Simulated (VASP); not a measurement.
Here is a VASP 6.6.1 calculation.

File INCAR:

```
ALGO = Normal
EDIFF = 1E-6
EDIFFG = -0.001
ENCUT = 600
GGA = PS
IBRION = 2
ISIF = 3
ISMEAR = 0
LASPH = True
LCHARG = False
LREAL = False
LWAVE = False
NELM = 60
NSW = 80
PREC = Accurate
PSTRESS = 60.0
SIGMA = 0.01
```

File KPOINTS:

```
k-points
0
Gamma
  10 10 10
```

File POSCAR:

```
BAs
1.0
    0.0000000000      2.3839379056      2.3839379056
    2.3839379056      0.0000000000      2.3839379056
    2.3839379056      2.3839379056      0.0000000000
B As
1 1
Direct
    0.0000000000      0.0000000000      0.0000000000
    0.7500000000      0.7500000000      0.7500000000
```

Potentials or basis: VASP PAW PBE potentials, release 64 (B, As).

Command:

```bash
$ cat potpaw_PBE.64/B/POTCAR potpaw_PBE.64/As/POTCAR > POTCAR
$ mpirun -np 1 vasp_std > vasp.out
```

Problem. What does it give for the relaxed volume?

Solution. 13.10 Å³/atom.

Problem. Predict the relaxed cell.

Solution. a = 3.334 Å, b = 3.334 Å, c = 3.334 Å, α = 60.00°, β = 60.00°, γ = 60.00°.

Problem. Estimate the band gap on the k mesh.

Solution. 1.04 eV, indirect (least direct gap 3.29 eV).

Problem. Predict the space group after relaxing (to 0.05 Å).

Solution. F-43m (No. 216).

Final structure:
```cif
data_structure
_symmetry_space_group_name_H-M 'P 1'
_symmetry_Int_Tables_number 1
_cell_length_a 3.3342
_cell_length_b 3.3342
_cell_length_c 3.3342
_cell_angle_alpha 60.000
_cell_angle_beta 60.000
_cell_angle_gamma 60.000
_cell_volume 26.21
loop_
_atom_site_label
_atom_site_type_symbol
_atom_site_fract_x
_atom_site_fract_y
_atom_site_fract_z
_atom_site_occupancy
B1 B 0.00000 0.00000 0.00000 1
As1 As 0.75000 0.75000 0.75000 1
```

Caveat: the cell is relaxed towards a set pressure, so the enthalpy falls and the energy may rise; the PAW data sets were made with another functional, which shifts forces and pressure a little. A hybrid or GW would open this gap; PBEsol tends to underestimate it.
